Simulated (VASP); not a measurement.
**Ni: single point with PBE**

Crystal: Ni.

```xyz
1
Lattice="0.0000 1.7679 1.7326 1.7679 0.0000 1.7326 1.7679 1.7679 0.0000" Properties=species:S:1:pos:R:3 pbc="T T T"
Ni    0.0000    0.0000    0.0000
```

This cell differs from its parent crystal: zz strain of -2 %.

```yaml
Program: VASP 6.6.1
Task: single point
Functional: PBE
Potentials_or_basis: VASP PAW PBE potentials, release 64 (Ni)
Cutoff: 520 eV
k_mesh: 20 × 20 × 20
Occupations: fermi-dirac, width 0.05 eV
Spin: collinear spin, ferromagnetic start
Starting_moments: "[1.5] μB"
```

| Quantity | Value |
| --- | --- |
| Pressure | 1.1 GPa |
| Net moment | 0.63 μB per cell |
| Site moments | Ni +0.64 μB |
| Valence electrons inside the program's atomic spheres | Ni 9.32 |

Stress tensor (GPa, compression positive):
```
0.35 0.00 0.00
0.00 0.35 0.00
0.00 0.00 2.63
```

Levels at points of the mesh, in eV from the Fermi level:
Spin up:
```tsv
k point	band 3	band 4	band 5	band 6	band 7	band 8
(0.00, 0.00, 0.00)	-2.48	-2.36	-1.33	-1.20	23.77	27.59
(0.50, 0.00, 0.00)	-2.36	-0.63	-0.58	-0.30	5.70	22.20
(0.50, 0.50, 0.00)	-0.56	-0.47	-0.47	2.77	9.63	14.53
(0.50, 0.00, 0.50)	-0.55	-0.51	-0.44	2.30	9.08	15.03
```
Spin down:
```tsv
k point	band 2	band 3	band 4	band 5	band 6	band 7	band 8	band 9
(0.00, 0.00, 0.00)	-1.73	-1.73	-1.61	-0.74	-0.61	23.61	27.56	27.56
(0.50, 0.00, 0.00)	-1.87	-1.74	-0.36	0.13	0.18	6.12	22.06	24.50
(0.50, 0.50, 0.00)	-3.62	0.06	0.40	0.40	2.74	9.86	14.54	14.54
(0.50, 0.00, 0.50)	-3.59	0.07	0.34	0.43	2.25	9.33	15.04	15.07
```

Wall time 6.4 min on 1 thread of AMD EPYC 7R13 (shared host), peak memory 0.22 GiB.

Caveat: the cell differs from its parent crystal (zz strain of -2 %).
